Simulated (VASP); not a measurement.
# Ir (Pm-3n) in VASP: relaxation of cell and atoms with PBEsol

Aim: the relaxation of cell and atoms of Ir with PBEsol.

All numbers are computed with VASP 6.6.1; they aren't measurements. Logs are shortened: lines on timing, memory, paths and dates and some standing lists are left out, and cuts for length are marked.

## 1. The cell of the first run

It takes space group Pm-3n (No. 223, cubic). The conventional cell has a = 4.837 Å, b = 4.837 Å, c = 4.837 Å, α = 90.00°, β = 90.00°, γ = 90.00°. Within 3.6 Å of Ir (site symmetry m-3) lie 12 Ir at 2.70 Å. Within 3.2 Å of Ir (site symmetry -4m2) lie 14 Ir at 2.42 to 2.96 Å.

## 2. Relaxation of cell and atoms, PBEsol

The input, INCAR:

```
ALGO     = Normal         # electronic algorithm
EDIFF    = 1E-7           # SCF threshold, eV
EDIFFG   = -0.01          # ionic threshold
ENCUT    = 560            # plane-wave cutoff, eV
GGA      = PS             # functional
GGA_COMPAT= False        
IBRION   = 2              # ionic algorithm
ISIF     = 3              # what is computed and relaxed
ISMEAR   = -1             # smearing method
LASPH    = True           # aspherical terms in the spheres
LCHARG   = False          # write CHGCAR
LREAL    = False          # projectors in reciprocal space
LWAVE    = False          # write WAVECAR
NELM     = 120            # most SCF steps
NELMIN   = 4            
NSW      = 80             # ionic steps
PREC     = Accurate       # precision mode
SIGMA    = 0.1            # smearing width, eV
```

The input, KPOINTS:

```
k-points
0
Gamma
  5 5 5
```

The input, POSCAR:

```
Ir
1.0
    4.8373408790      0.0000000000      0.0000000000
    0.0000000000      4.8373408790      0.0000000000
    0.0000000000      0.0000000000      4.8373408790
Ir
8
Direct
    0.0000000000      0.0000000000      0.0000000000
    0.5000000000      0.5000000000      0.5000000000
    0.2500000000      0.0000000000      0.5000000000
    0.7500000000      0.0000000000      0.5000000000
    0.5000000000      0.2500000000      0.0000000000
    0.5000000000      0.7500000000      0.0000000000
    0.0000000000      0.5000000000      0.2500000000
    0.0000000000      0.5000000000      0.7500000000
```

Potentials or basis: VASP PAW PBE potentials, release 64 (Ir_sv_GW).

Run with:

```console
cat potpaw_PBE.64/Ir_sv_GW/POTCAR > POTCAR
mpirun -np 1 vasp_std > vasp.out
```

OUTCAR:

```text
EDIFF = 1E-7
   EDIFFG = -0.01
   ENCUT = 560
   GGA = PS
   IBRION = 2
   ISIF = 3
   ISMEAR = -1
   LASPH = True
   LREAL = False
   NELM = 120
   NELMIN = 4
   NSW = 80
   PREC = Accurate

 ion  position               nearest neighbor table
   1  0.000  0.000  0.000-   3 2.70   4 2.70   5 2.70   6 2.70   7 2.70   8 2.70   3 2.70   4 2.70
                             7 2.70   8 2.70   5 2.70   6 2.70
   2  0.500  0.500  0.500-   3 2.70   4 2.70   5 2.70   6 2.70   7 2.70   8 2.70   5 2.70   6 2.70
                             3 2.70   4 2.70   7 2.70   8 2.70
   3  0.250  0.000  0.500-   4 2.42   4 2.42   1 2.70   1 2.70   2 2.70   2 2.70   8 2.96   5 2.96
                             5 2.96   6 2.96   6 2.96   7 2.96   8 2.96   7 2.96
   4  0.750  0.000  0.500-   3 2.42   3 2.42   1 2.70   1 2.70   2 2.70   2 2.70   8 2.96   5 2.96
                             5 2.96   6 2.96   6 2.96   7 2.96   8 2.96   7 2.96
   5  0.500  0.250  0.000-   6 2.42   6 2.42   1 2.70   2 2.70   2 2.70   1 2.70   8 2.96   4 2.96
                             3 2.96   4 2.96   3 2.96   7 2.96   7 2.96   8 2.96
   6  0.500  0.750  0.000-   5 2.42   5 2.42   1 2.70   2 2.70   2 2.70   1 2.70   8 2.96   4 2.96
                             3 2.96   4 2.96   3 2.96   7 2.96   7 2.96   8 2.96
   7  0.000  0.500  0.250-   8 2.42   8 2.42   1 2.70   2 2.70   1 2.70   2 2.70   3 2.96   4 2.96
                             5 2.96   3 2.96   4 2.96   6 2.96   5 2.96   6 2.96
   8  0.000  0.500  0.750-   7 2.42   7 2.42   1 2.70   2 2.70   1 2.70   2 2.70   3 2.96   4 2.96
                             5 2.96   3 2.96   4 2.96   6 2.96   5 2.96   6 2.96

  LATTYP: Found a simple cubic cell.
 ALAT       =     4.8373408790

  Lattice vectors:

 A1 = (   4.8373408790,   0.0000000000,   0.0000000000)
 A2 = (   0.0000000000,   4.8373408790,   0.0000000000)
 A3 = (   0.0000000000,   0.0000000000,   4.8373408790)

Analysis of symmetry for initial positions (statically):
=====================================================================
 Subroutine PRICEL returns:
 Original cell was already a primitive cell.

 Routine SETGRP: Setting up the symmetry group for a
 simple cubic supercell.

 Subroutine GETGRP returns: Found 48 space group operations
 (whereof 24 operations were pure point group operations)
 out of a pool of 48 trial point group operations.

The static configuration has the point symmetry T_h .
 The point group associated with its full space group is O_h .

Analysis of symmetry for dynamics (positions and initial velocities):
=====================================================================
 Subroutine PRICEL returns:
 Original cell was already a primitive cell.

 Routine SETGRP: Setting up the symmetry group for a
 simple cubic supercell.

 Subroutine GETGRP returns: Found 48 space group operations
 (whereof 24 operations were pure point group operations)
 out of a pool of 48 trial point group operations.

The dynamic configuration has the point symmetry T_h .
 The point group associated with its full space group is O_h .

 Subroutine INISYM returns: Found 48 space group operations
 (whereof 24 operations are pure point group operations),
 and found     1 'primitive' translations

----------------------------------------------------------------------------------------

                                     Primitive cell

  volume of cell :     113.1931

  direct lattice vectors                    reciprocal lattice vectors
     4.837340879  0.000000000  0.000000000     0.206725146  0.000000000  0.000000000
     0.000000000  4.837340879  0.000000000     0.000000000  0.206725146  0.000000000
     0.000000000  0.000000000  4.837340879     0.000000000  0.000000000  0.206725146

  length of vectors
     4.837340879  4.837340879  4.837340879     0.206725146  0.206725146  0.206725146

  position of ions in fractional coordinates (direct lattice)
     0.000000000  0.000000000  0.000000000
     0.500000000  0.500000000  0.500000000
     0.250000000  0.000000000  0.500000000
     0.750000000  0.000000000  0.500000000
     0.500000000  0.250000000  0.000000000
     0.500000000  0.750000000  0.000000000
     0.000000000  0.500000000  0.250000000
     0.000000000  0.500000000  0.750000000

  ion indices of the primitive-cell ions
   primitive index   ion index
                 1           1
                 2           2
                 3           3
                 4           4
                 5           5
                 6           6
                 7           7
                 8           8

----------------------------------------------------------------------------------------

 KPOINTS: k-points

Automatic generation of k-mesh.
 Grid dimensions read from file:
 generate k-points for:    5    5    5

 Generating k-lattice:

  Cartesian coordinates                     Fractional coordinates (reciprocal lattice)
     0.041345029  0.000000000  0.000000000     0.200000000  0.000000000  0.000000000
     0.000000000  0.041345029  0.000000000     0.000000000  0.200000000  0.000000000
     0.000000000  0.000000000  0.041345029     0.000000000  0.000000000  0.200000000

  Length of vectors
     0.041345029  0.041345029  0.041345029

  Shift w.r.t. Gamma in fractional coordinates (k-lattice)
     0.000000000  0.000000000  0.000000000

 Subroutine IBZKPT returns following result:
 ===========================================

 Found     10 irreducible k-points:

 Following reciprocal coordinates:
            Coordinates               Weight
  0.000000  0.000000  0.000000      1.000000
  0.200000  0.000000  0.000000      6.000000
  0.400000  0.000000  0.000000      6.000000
  0.200000  0.200000  0.000000     12.000000
  0.400000  0.200000  0.000000     24.000000
  0.400000  0.400000  0.000000     12.000000
  0.200000  0.200000  0.200000      8.000000
  0.400000  0.200000  0.200000     24.000000
  0.400000  0.400000  0.200000     24.000000
  0.400000  0.400000  0.400000      8.000000
   k-points           NKPTS =     10   k-points in BZ     NKDIM =     10   number of bands    NBANDS=     81
   number of dos      NEDOS =    301   number of ions     NIONS =      8
   total plane-waves  NPLWV =  64000
   dimension x,y,z NGX =    40 NGY =   40 NGZ =   40
   dimension x,y,z NGXF=    80 NGYF=   80 NGZF=   80
   ions per type =               8
   NGX,Y,Z   is equivalent  to a cutoff of  13.75, 13.75, 13.75 a.u.
   NGXF,Y,Z  is equivalent  to a cutoff of  27.49, 27.49, 27.49 a.u.
 SYSTEM =  unknown system
   PREC   = accura    normal or accurate (medium, high low for compatibility)
   ISTART =      0    job   : 0-new  1-cont  2-samecut
   ICHARG =      2    charge: 1-file 2-atom 10-const
   ISPIN  =      1    spin polarized calculation?
   LNONCOLLINEAR =      F non collinear calculations
   LSORBIT =      F    spin-orbit coupling
   LASPH  =      T    aspherical Exc in radial PAW
   ENCUT  =  560.0 eV  41.16 Ry    6.42 a.u.   9.33  9.33  9.33*2*pi/ulx,y,z
   NELM   =    120;   NELMIN=  4; NELMDL= -5     # of ELM steps
   EDIFF  = 0.1E-06   stopping-criterion for ELM
   LREAL  =      F    real-space projection
   EDIFFG = -.1E-01   stopping-criterion for IOM
   NSW    =     80    number of steps for IOM
   IBRION =      2    ionic relax: 0-MD 1-quasi-New 2-CG
   NFREE  =      1    steps in history (QN), initial steepest desc. (CG)
   ISIF   =      3    stress and relaxation
   ISYM   =      2    0-nonsym 1-usesym 2-fastsym
   POTIM  = 0.5000    time-step for ionic-motion
   TEBEG  =    0.0;   TEEND  =   0.0 temperature during run
   PSTRESS=    0.0 pullay stress
   NELECT =     136.0000    total number of electrons
   NUPDOWN=      -1.0000    fix difference up-down
   EMIN   =  10.00;   EMAX   =-10.00  energy-range for DOS
   EFERMI =   0.00;   METHOD = LEGACY
   ISMEAR =    -1;   SIGMA  =   0.10  broadening in eV -4-tet -1-fermi 0-gaus
   EFERMI_NEDOS =   21; number of points for ismear=-14 and -15
   IALGO  =     38    algorithm
   IMIX   =      4    mixing-type and parameters
     AMIX     =   0.40;   BMIX     =  1.00
     AMIX_MAG =   1.60;   BMIX_MAG =  1.00
  volume/ion in A,a.u.               =      14.15        95.48
  Fermi-wavevector in a.u.,A,eV,Ry     =   1.740395  3.288869 41.211694  3.028974
  Thomas-Fermi vector in A             =   2.813052
   LORBIT       =      0    0 simple, 1 ext, 2 COOP (PROOUT), +10 PAW based schemes
   GGA     = PS    functional components
   LHFCALC =     F    Hartree Fock is set to
   AEXX    =    0.0000 exact exchange contribution
   IVDW    =     0    specifies the selected vdW correction
   LEPSILON=     F    determine dielectric tensor
   LRPA    =     F    only Hartree local field effects (RPA)
 conjugate gradient relaxation of ions
 non-spin polarized calculation
  energy-cutoff  :      560.00
  volume of cell :      113.19
 maximum number of plane-waves:      3430
 NGX is ok and might be reduce to    40
   NGX = 19   NGY = 19   NGZ = 19

--------------------------------------- Ionic step        1  -------------------------------------------

 number of electron     135.9999999 magnetization

 Free energy of the ion-electron system (eV)
  ---------------------------------------------------
  ext. energy  EPLUGINS =         0.00000000
  ---------------------------------------------------
  free energy    TOTEN  =       -78.84296831 eV

  energy without entropy =      -78.47529707  energy(sigma->0) =      -78.65913269

------------------------ aborting loop because EDIFF is reached ----------------------------------------

  FORCE on cell =-STRESS in cart. coord.  units (eV):
  Direction    XX          YY          ZZ          XY          YZ          ZX
  --------------------------------------------------------------------------------------
  -------------------------------------------------------------------------------------
  Total        7.5197832      7.5197832      7.5197832      0.0000000      0.0000000     -0.0000000
  in kB      106.4377845    106.4377845    106.4377845      0.0000000      0.0000000     -0.0000000
  external PRESSURE =     106.4377845 kB  Pullay stress =       0.0000000 kB
[... 111 lines left out ...]
  energy  without entropy=      -78.5607357507  energy(sigma->0) =      -78.75296349

--------------------------------------- Ionic step        4  -------------------------------------------

 number of electron     135.9999997 magnetization

 Free energy of the ion-electron system (eV)
  ---------------------------------------------------
  ext. energy  EPLUGINS =         0.00000000
  ---------------------------------------------------
  free energy    TOTEN  =       -78.94542705 eV

  energy without entropy =      -78.56174475  energy(sigma->0) =      -78.75358590

 E-fermi :  12.2862     XC(G=0): -14.4984

 val. band max:       12.2737628318   @ k =   0.4000   0.4000   0.0000
 cond. band min:      12.2950126884   @ k =   0.2000   0.2000   0.2000
 fundamental gap:      0.0212498565
 Fermi energy:        12.2862294921

 k-point     1 :       0.0000    0.0000    0.0000
  band No.  band energies     occupation
      1     -80.6897      2.00000
      2     -80.6809      2.00000
      3     -80.5308      2.00000
      4     -80.5222      2.00000
      5     -80.5222      2.00000
      6     -80.4381      2.00000
[... 819 lines left out ...]
     79      14.3611      0.00000
     80      15.3062      0.00000
 [bands above 80 left out]

------------------------ aborting loop because EDIFF is reached ----------------------------------------

  FORCE on cell =-STRESS in cart. coord.  units (eV):
  Direction    XX          YY          ZZ          XY          YZ          ZX
  --------------------------------------------------------------------------------------
  -------------------------------------------------------------------------------------
  Total       -0.0157971     -0.0157971     -0.0157971      0.0000000     -0.0000000     -0.0000000
  in kB       -0.2175002     -0.2175002     -0.2175002      0.0000000     -0.0000000     -0.0000000
  external PRESSURE =      -0.2175002 kB  Pullay stress =       0.0000000 kB
[... 23 lines left out ...]
  FREE ENERGIE OF THE ION-ELECTRON SYSTEM (eV)
  ---------------------------------------------------
  free  energy   TOTEN  =       -78.9454270500 eV

  energy  without entropy=      -78.5617447515  energy(sigma->0) =      -78.75358590

 reached required accuracy - stopping structural energy minimisation
```

Run time: 4.5 min. Hardware: 1 thread of Intel Xeon 6975P-C (Granite Rapids), shared host; peak memory 0.29 GiB.

Results:

```yaml
Free_energy: -78.9454 eV
Relaxed_volume: 14.55 Å³/atom
Relaxed_cell: a = 4.882 Å, b = 4.882 Å, c = 4.882 Å, α = 90.00°, β = 90.00°, γ = 90.00°
Space_group_after_relaxing_to_0.1_Å: Pm-3n (No. 223)
Energy_gained_by_relaxing: 12.8 meV/atom
Ionic_steps: 4
Pressure_after_relaxing: 0.0 GPa
Band_gap_on_the_k_mesh: zero (bands 68 and 69 overlap by 0.53 eV)
```

Step by step:
| step | energy change (eV) | largest force (eV/Å) | pressure (GPa) | volume (Å³) |
| --- | --- | --- | --- | --- |
| 1 | 0.0000 | 0.0000 | 10.64 | 113.19 |
| 2 | 1.2095 | 0.0000 | -29.21 | 129.30 |
| 3 | -0.1022 | 0.0000 | -0.49 | 116.52 |
| 4 | -0.1025 | 0.0000 | -0.02 | 116.37 |

Final structure:
```
Ir
1.0
     4.88213    0.00000    0.00000
     0.00000    4.88213    0.00000
     0.00000    0.00000    4.88213
Ir
8
Direct
  0.00000 0.00000 0.00000
  0.50000 0.50000 0.50000
  0.25000 0.00000 0.50000
  0.75000 0.00000 0.50000
  0.50000 0.25000 0.00000
  0.50000 0.75000 0.00000
  0.00000 0.50000 0.25000
  0.00000 0.50000 0.75000
```

Caveat: the PAW data sets were made with another functional, which shifts forces and pressure a little; spin-orbit coupling is left out, which moves the levels of the heavy elements.

The gap in the log of VASP goes by the Fermi energy; the results here count the filled bands.